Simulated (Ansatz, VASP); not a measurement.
# NaH3: VASP beside Ansatz

```
CELL_PARAMETERS angstrom
2.60307 1.50288 3.77751
-2.60307 1.50288 3.77751
0.00000 -3.00577 3.77751
ATOMIC_POSITIONS crystal
Na 0.75394 0.75394 0.75394
Na 0.24606 0.24606 0.24606
H 0.27964 0.53334 0.53334
H 0.53334 0.27964 0.53334
H 0.53334 0.53334 0.27964
H 0.46666 0.46666 0.72036
H 0.46666 0.72036 0.46666
H 0.72036 0.46666 0.46666
```

Alike in both runs: functional PBE; k mesh 6 × 6 × 6; occupations gaussian, width 0.1 eV; no spin polarisation.

Ansatz relaxed the structure, and its values are those at the end. VASP's run is a single point on that final structure, the one shown.

```csv
,VASP,Ansatz
version,VASP 6.6.1,Ansatz 0.2.0
potentials or method,"VASP PAW PBE potentials, release 64 (Na_pv, H), cutoff 520 eV","scalar-relativistic, plane waves, PAW"
valence electrons in the cell,20,24
```

```tsv
	VASP	Ansatz	Ansatz less VASP
gap on the k mesh at the Fermi level (eV)	1.98	1.99	+0.003
least direct gap on the mesh (eV)	1.98	1.99	+0.003
pressure (GPa)	0.0	0.0	+0.08
rms of the force components (eV/Å)	0.008	0.003	-0.0047
```

VASP's potentials hold 20 valence electrons a cell and Ansatz's 24, so a difference there can come from the potentials and not from the codes.
